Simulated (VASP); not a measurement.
Input of a VASP 6.6.1 run:

Contents of INCAR:

```
SYSTEM = SrO
PREC     = Accurate       ! precision mode
ENCUT    = 600            ! plane-wave cutoff, eV
EDIFF    = 1E-6           ! SCF threshold, eV
ISMEAR   = -5             ! smearing method
SIGMA    = 0.05           ! smearing width, eV
LREAL    = .FALSE.        ! projectors in reciprocal space
LASPH    = .TRUE.         ! aspherical terms in the spheres
NELM     = 200            ! most SCF steps
ALGO     = Normal         ! electronic algorithm
ISIF     = 2              ! what is computed and relaxed
LWAVE    = .FALSE.        ! write WAVECAR
LCHARG   = .FALSE.        ! write CHGCAR
MAGMOM   = 0 0 0 0 0 0    ! initial moments
LORBIT   = 11             ! projections on sites
LSORBIT  = .TRUE.         ! spin-orbit coupling
GGA_COMPAT= .FALSE.      
LORBMOM  = .TRUE.       
GGA      = RE             ! functional
IVDW     = 12             ! dispersion correction
NBANDS   = 28             ! bands
```

Contents of KPOINTS:

```
Automatic mesh
0
G
  9 9 9
  0 0 0
```

POSCAR

```
SrO
1.0
    0.0000000000      2.5663000000      2.5663000000
    2.5663000000      0.0000000000      2.5663000000
    2.5663000000      2.5663000000      0.0000000000
Sr O
1 1
Direct
    0.5000000000      0.5000000000      0.5000000000
    0.0000000000      0.0000000000      0.0000000000
```

Potentials or basis: VASP PAW PBE potentials, release 64 (Sr_sv, O).

Run with:

```sh
$ cat potpaw_PBE.64/Sr_sv/POTCAR potpaw_PBE.64/O/POTCAR > POTCAR
$ mpirun -np 1 vasp_ncl > vasp.out
```

(1) Predict the pressure.

(2) Estimate the net moment.

(3) Estimate the dispersion energy per atom.

Answers

(1) 1.7 GPa.

(2) 0.00 μB per cell.

(3) -0.444 eV.

Caveat: the PAW data sets were made with another functional, which shifts forces and pressure a little.
